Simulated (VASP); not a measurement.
# SmF in VASP: notebook, part 2 of 2

VASP 6.6.1. Earlier steps stand in the parts before.

## (5) Single point, PBE

This run uses another cell than the first one, of 27.43 Å³/atom.

The input, INCAR:

```
PREC = Accurate
ENCUT = 600
EDIFF = 1E-6
ISMEAR = 0
SIGMA = 0.1
LREAL = F
LASPH = T
NELM = 200
ALGO = Normal
ISIF = 2
LWAVE = F
LCHARG = T
GGA = PE
LELF = T
LVHAR = T
NBANDS = 16
GGA_COMPAT = F
LMAXMIX = 6
```

The input, KPOINTS:

```
Automatic mesh
0
Gamma
  18 18 12
```

The input, POSCAR:

```
SmF
1.0
    3.7667139528      0.0000000000      0.0000000000
   -1.8833569764      3.2620699719      0.0000000000
    0.0000000000      0.0000000000      4.4648110470
Sm F
1 1
Direct
    0.0000000000      0.0000000000      0.5000000000
    0.0000000000      0.0000000000      0.0000000000
```

Potentials or basis: VASP PAW PBE potentials, release 64 (Sm_3, F), 4f in core.

The run is started by

```console
> cat potpaw_PBE.64/Sm_3/POTCAR potpaw_PBE.64/F/POTCAR > POTCAR
> mpirun -np 1 vasp_std > vasp.out
```

OUTCAR:

```text
PREC = Accurate
   ENCUT = 600
   EDIFF = 1E-6
   ISMEAR = 0
   LREAL = F
   LASPH = T
   NELM = 200
   ISIF = 2
   GGA = PE

 ion  position               nearest neighbor table
   1  0.000  0.000  0.500-   2 2.23   2 2.23
   2  0.000  0.000  0.000-   1 2.23   1 2.23

  LATTYP: Found a hexagonal cell.
 ALAT       =     3.7667139528
 C/A-ratio  =     1.1853331851

  Lattice vectors:

 A1 = (   3.7667139528,   0.0000000000,   0.0000000000)
 A2 = (  -1.8833569764,   3.2620699719,   0.0000000000)
 A3 = (   0.0000000000,   0.0000000000,   4.4648110470)

Analysis of symmetry for initial positions (statically):
=====================================================================
 Subroutine PRICEL returns:
 Original cell was already a primitive cell.

 Routine SETGRP: Setting up the symmetry group for a
 hexagonal supercell.

 Subroutine GETGRP returns: Found 24 space group operations
 (whereof 24 operations were pure point group operations)
 out of a pool of 24 trial point group operations.

The static configuration has the point symmetry D_6h.

Analysis of symmetry for dynamics (positions and initial velocities):
=====================================================================
 Subroutine PRICEL returns:
 Original cell was already a primitive cell.

 Routine SETGRP: Setting up the symmetry group for a
 hexagonal supercell.

 Subroutine GETGRP returns: Found 24 space group operations
 (whereof 24 operations were pure point group operations)
 out of a pool of 24 trial point group operations.

The dynamic configuration has the point symmetry D_6h.

 Subroutine INISYM returns: Found 24 space group operations
 (whereof 24 operations are pure point group operations),
 and found     1 'primitive' translations

[... 109 lines left out ...]
   ISMEAR =     0;   SIGMA  =   0.10  broadening in eV -4-tet -1-fermi 0-gaus
   EFERMI_NEDOS =   21; number of points for ismear=-14 and -15
   IALGO  =     38    algorithm
   IMIX   =      4    mixing-type and parameters
     AMIX     =   0.40;   BMIX     =  1.00
     AMIX_MAG =   1.60;   BMIX_MAG =  1.00
  volume/ion in A,a.u.               =      27.43       185.11
  Fermi-wavevector in a.u.,A,eV,Ry     =   1.129135  2.133756 17.346702  1.274947
  Thomas-Fermi vector in A             =   2.265828
   LORBIT       =      0    0 simple, 1 ext, 2 COOP (PROOUT), +10 PAW based schemes
   GGA     = PE    functional components
   LHFCALC =     F    Hartree Fock is set to
   AEXX    =    0.0000 exact exchange contribution
   IVDW    =     0    specifies the selected vdW correction
   LEPSILON=     F    determine dielectric tensor
   LRPA    =     F    only Hartree local field effects (RPA)
 non-spin polarized calculation
 Gauss-broadening in eV      SIGMA  =   0.10
  energy-cutoff  :      600.00
  volume of cell :       54.86
 maximum number of plane-waves:      1851
   NGX = 15   NGY = 15   NGZ = 17

 number of electron      18.0000002 magnetization

 Free energy of the ion-electron system (eV)
  ---------------------------------------------------
  ext. energy  EPLUGINS =         0.00000000
  ---------------------------------------------------
  free energy    TOTEN  =       -11.15565874 eV

  energy without entropy =      -11.15134694  energy(sigma->0) =      -11.15350284

 E-fermi :   2.3074     XC(G=0):  -8.4309

 val. band max:        2.3045278647   @ k =   0.2222   0.2222   0.5000
 cond. band min:       2.3135307309   @ k =   0.3333   0.2778   0.2500
 fundamental gap:      0.0090028662
 Fermi energy:         2.3074106637

 k-point     1 :       0.0000    0.0000    0.0000
  band No.  band energies     occupation
      1     -39.7397      2.00000
      2     -23.1335      2.00000
      3     -19.4770      2.00000
      4     -18.8489      2.00000
      5     -18.8489      2.00000
      6      -4.0573      2.00000
[... 433 lines left out ...]
      3     -19.4171      2.00000
      4     -19.2824      2.00000
      5     -18.9898      2.00000
      6      -4.4874      2.00000
[... 8 lines left out ...]
     15       8.7048      0.00000
     16      10.9681      0.00000

 [... further k-points ...]

------------------------ aborting loop because EDIFF is reached ----------------------------------------

  FORCE on cell =-STRESS in cart. coord.  units (eV):
  Direction    XX          YY          ZZ          XY          YZ          ZX
  --------------------------------------------------------------------------------------
  -------------------------------------------------------------------------------------
  Total        0.0041813      0.0041813      0.5300764      0.0000000      0.0000000     -0.0000000
  in kB        0.1221118      0.1221118     15.4806800      0.0000000      0.0000000     -0.0000000
  external PRESSURE =       5.2416345 kB  Pullay stress =       0.0000000 kB

 VOLUME and BASIS-vectors are now :
 -----------------------------------------------------------------------------
  energy-cutoff  :      600.00
  volume of cell :       54.86
      direct lattice vectors                 reciprocal lattice vectors
     3.766713953  0.000000000  0.000000000     0.265483393  0.153276908  0.000000000
    -1.883356976  3.262069972  0.000000000     0.000000000  0.306553817  0.000000000
     0.000000000  0.000000000  4.464811047     0.000000000  0.000000000  0.223973644

 POSITION                                       TOTAL-FORCE (eV/Angst)
 -----------------------------------------------------------------------------------
      0.00000      0.00000      2.23241        -0.000000      0.000000      0.000000
      0.00000      0.00000      0.00000         0.000000      0.000000      0.000000
 -----------------------------------------------------------------------------------
    total drift:                                0.000000      0.000000      0.000000

  FREE ENERGIE OF THE ION-ELECTRON SYSTEM (eV)
  ---------------------------------------------------
  free  energy   TOTEN  =       -11.1556587437 eV

  energy  without entropy=      -11.1513469350  energy(sigma->0) =      -11.15350284
```

stdout:

```text
POSCAR found type information on POSCAR SmF
 POSCAR found :  2 types and       2 ions
 scaLAPACK will be used
 LDA part: xc-table for (Slater+PW92), standard interpolation
 POSCAR, INCAR and KPOINTS ok, starting setup
 FFT: planning ... GRIDC
 FFT: planning ... GRID_SOFT
 FFT: planning ... GRID
 WAVECAR not read
 entering main loop
```

It took 3 min on 1 thread of Intel Xeon Platinum 8259CL at 2.50GHz (Skylake/Cascade Lake), shared host; peak memory 0.39 GiB.

What came out:

```
Free energy            : -11.1557 eV
Pressure               : 0.5 GPa
Band gap on the k mesh : zero (bands 9 and 10 overlap by 0.67 eV)
```

Levels at points of the mesh, in eV from the Fermi level:
| k point | band 5 | band 6 | band 7 | band 8 | band 9 | band 10 | band 11 | band 12 | band 13 | band 14 |
| --- | --- | --- | --- | --- | --- | --- | --- | --- | --- | --- |
| (0.00, 0.00, 0.00) | -21.16 | -6.36 | -6.36 | -6.26 | -3.33 | 1.16 | 1.16 | 3.04 | 3.26 | 3.26 |
| (0.50, 0.00, 0.00) | -21.27 | -6.82 | -6.45 | -6.23 | -1.54 | 0.52 | 1.88 | 2.67 | 4.50 | 4.75 |
| (0.00, 0.00, 0.50) | -20.39 | -8.35 | -6.61 | -6.61 | -2.81 | 1.27 | 1.27 | 1.34 | 4.12 | 4.12 |
| (0.50, 0.00, 0.50) | -20.35 | -8.29 | -7.21 | -6.72 | -1.28 | 1.13 | 2.39 | 3.52 | 4.54 | 5.03 |

Caveat: spin-orbit coupling is left out, which moves the levels of the heavy elements; the 4f electrons are frozen in the core, so they carry no moment and show no levels; the run has no spin polarisation, though such a crystal can be magnetic.

## (6) Single point, PBE

This run uses another cell than the first one, of 27.43 Å³/atom.

The input, INCAR:

```
SYSTEM = SmF
PREC = Accurate
ENCUT = 600
EDIFF = 1E-6
ISMEAR = 0
SIGMA = 0.1
LREAL = .FALSE.
LASPH = .TRUE.
NELM = 200
ALGO = Normal
ISIF = 2
LWAVE = .FALSE.
LCHARG = .TRUE.
GGA = PE
LELF = .TRUE.
LVHAR = .TRUE.
NBANDS = 16
GGA_COMPAT = .FALSE.
LMAXMIX = 6
```

The input, KPOINTS:

```
regular mesh
0
G
  18 18 12
  0 0 0
```

The input, POSCAR:

```
SmF
1.0
    3.7667138973      0.0000000000      0.0000000000
   -1.8833569487      3.2620699239      0.0000000000
    0.0000000000      0.0000000000      4.4648110016
Sm F
1 1
Direct
    0.0000000000      0.0000000000      0.5000000000
    0.0000000000      0.0000000000      0.0000000000
```

Potentials or basis: VASP PAW PBE potentials, release 64 (Sm_3, F), 4f in core.

The run is started by

```console
> cat potpaw_PBE.64/Sm_3/POTCAR potpaw_PBE.64/F/POTCAR > POTCAR
> mpirun -np 1 vasp_std > vasp.out
```

Run time: 2.9 min. Hardware: 1 thread of Intel Xeon Platinum 8259CL at 2.50GHz (Skylake/Cascade Lake), shared host; peak memory 0.39 GiB.

Results (log left out):

```yaml
Free_energy: -11.1557 eV
Pressure: 0.5 GPa
Band_gap_on_the_k_mesh: zero (bands 9 and 10 overlap by 0.67 eV)
```

Stress tensor (GPa, compression positive):
```
0.01 0.00 0.00
0.00 0.01 0.00
0.00 0.00 1.55
```

Levels at points of the mesh, in eV from the Fermi level:
| k point | band 6 | band 7 | band 8 | band 9 | band 10 | band 11 | band 12 | band 13 |
| --- | --- | --- | --- | --- | --- | --- | --- | --- |
| (0.00, 0.00, 0.00) | -6.36 | -6.36 | -6.26 | -3.33 | 1.16 | 1.16 | 3.04 | 3.26 |
| (0.50, 0.00, 0.00) | -6.82 | -6.45 | -6.23 | -1.54 | 0.52 | 1.88 | 2.67 | 4.50 |
| (0.00, 0.00, 0.50) | -8.35 | -6.61 | -6.61 | -2.81 | 1.27 | 1.27 | 1.34 | 4.12 |
| (0.50, 0.00, 0.50) | -8.29 | -7.21 | -6.72 | -1.28 | 1.13 | 2.39 | 3.52 | 4.54 |

Caveat: spin-orbit coupling is left out, which moves the levels of the heavy elements; the 4f electrons are frozen in the core, so they carry no moment and show no levels; the run has no spin polarisation, though such a crystal can be magnetic. Spin polarisation is off, so any magnetic state and its effect on volume and gap are missing.

## (7) Summary

| task | cell | k mesh | gap on the mesh (eV) | pressure (GPa) | largest force (eV/Å) |
| --- | --- | --- | --- | --- | --- |
| single point | a = 3.107, b = 3.107, c = 4.708 Å, angles 90.0, 90.0, 120.0°, 2 atoms, atomic positions A | 6 × 6 × 4 | none | 8.3 | 0.15 |
| single point | a = 3.721, b = 3.721, c = 4.468 Å, angles 90.0, 90.0, 120.0°, 2 atoms, atomic positions B | 6 × 6 × 4 | none | 0.8 | - |
| relaxation of cell and atoms | relaxed from a = 3.107, b = 3.107, c = 4.708 Å, angles 90.0, 90.0, 120.0°, 2 atoms, atomic positions A | 6 × 6 × 4 | none | 0.0 | 0.01 |
| single point | a = 3.767, b = 3.767, c = 4.465 Å, angles 90.0, 90.0, 120.0°, 2 atoms, atomic positions B | 18 × 18 × 12 | none | 0.5 | - |

Alike in all rows: level PBE; potentials or basis VASP PAW PBE potentials, release 64 (Sm_3, F), 4f in core; no spin polarisation; cutoff (eV) 600; smearing gaussian 0.1 eV.

Caveats: some runs use coarse meshes; spin-orbit coupling is left out, which moves the levels of the heavy elements; the 4f electrons are frozen in the core, so they carry no moment and show no levels; the run has no spin polarisation, though such a crystal can be magnetic; the volume moved by over 15 % at a fixed basis, so the end points are rough (at least some runs).

Total energies depend on the potentials used, so only differences within one code and one set of settings carry meaning.

The gap in the log of VASP goes by the Fermi energy; the results here count the filled bands.